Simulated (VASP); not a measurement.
Runs of VASP 6.6.1 on Mo. The structure is that of space group Im-3m (No. 229), or close to it. The cells are those of the table. 

```csv
cell,gap on the mesh (eV),pressure (GPa)
"a = 2.813 Å, angles 109.5°, 1 atom",none,-17.4
"a = 2.655 Å, angles 109.5°, 1 atom",none,29.1
"a = 2.631 Å, angles 109.5°, 1 atom",none,40.0
"a = 2.702 Å, angles 109.5°, 1 atom",none,(a)
"a = 2.792 Å, angles 109.5°, 1 atom",none,(c)
"a = 2.679 Å, angles 109.5°, 1 atom",none,(b)
"a = 2.770 Å, angles 109.5°, 1 atom",none,-8.2
"a = 2.748 Å, angles 109.5°, 1 atom",none,-2.7
"a = 2.725 Å, angles 109.5°, 1 atom",none,3.6
```

Alike in all rows: task single point; level PBE; potentials or basis VASP PAW PBE potentials, release 64 (Mo_sv); no spin polarisation; k mesh 13 × 13 × 13; cutoff (eV) 520; smearing methfessel-paxton 0.1 eV.

Fill in the values left out.

(a) 10.9; (b) 19.5; (c) -13.1.

A k mesh can miss the band edges, and the runs leave out spin-orbit coupling on Mo.

A gap of «none» marks levels without a gap at the run's occupations.
